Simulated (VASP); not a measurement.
## GaN: single point with r2SCAN

Crystal: GaN.

```
Ga N
1.0
     3.18000    0.00000    0.00000
    -1.59000    2.75396    0.00000
     0.00000    0.00000    5.16600
Ga N
2 2
Direct
  0.66667 0.33333 0.50000
  0.33333 0.66667 0.00000
  0.66667 0.33333 0.87500
  0.33333 0.66667 0.37500
```

* Program: VASP 6.6.1
* Task: single point
* Functional: r2SCAN
* Potentials or basis: VASP PAW PBE potentials, release 64 (Ga_d, N)
* Cutoff: 520 eV
* k mesh: 7 × 7 × 4
* Occupations: fermi-dirac, width 0.05 eV
* Spin: non-collinear spin, zero start, spin-orbit coupling
* Starting moments: [[0.0, 0.0, 0.0], [0.0, 0.0, 0.0], [0.0, 0.0, 0.0], [0.0, 0.0, 0.0]] μB
* Dipole correction: no
* Further INCAR settings: ALGO = Normal; EDIFF = 1e-07; NBANDS = 50

```json
{
  "Pressure": "2.2 GPa",
  "Largest force": "0.137 eV/Å",
  "Net moment": "0.00 μB per cell",
  "Valence electrons inside the program's atomic spheres": "Ga 11.84; N 3.79"
}
```

Forces on the atoms (eV/Å):
```
Ga   0.000  0.000 -0.137
Ga   0.000  0.000 -0.137
N    0.000  0.000  0.137
N    0.000  0.000  0.137
```

Stress tensor (GPa, compression positive):
```
1.50 0.00 0.00
0.00 1.50 0.00
0.00 0.00 3.45
```

Moments on the atoms (μB; x, y, z):
```
Ga  0.00 0.00 0.00
Ga  0.00 0.00 0.00
N   0.00 0.00 0.00
N   0.00 0.00 0.00
```

Run time: 5.6 min on 1 thread of Intel(R) Xeon(R) 6975P-C (Granite Rapids), on a shared host, peak memory 0.35 GiB.

Caveat: the PAW data sets were made with another functional, which shifts forces and pressure a little.
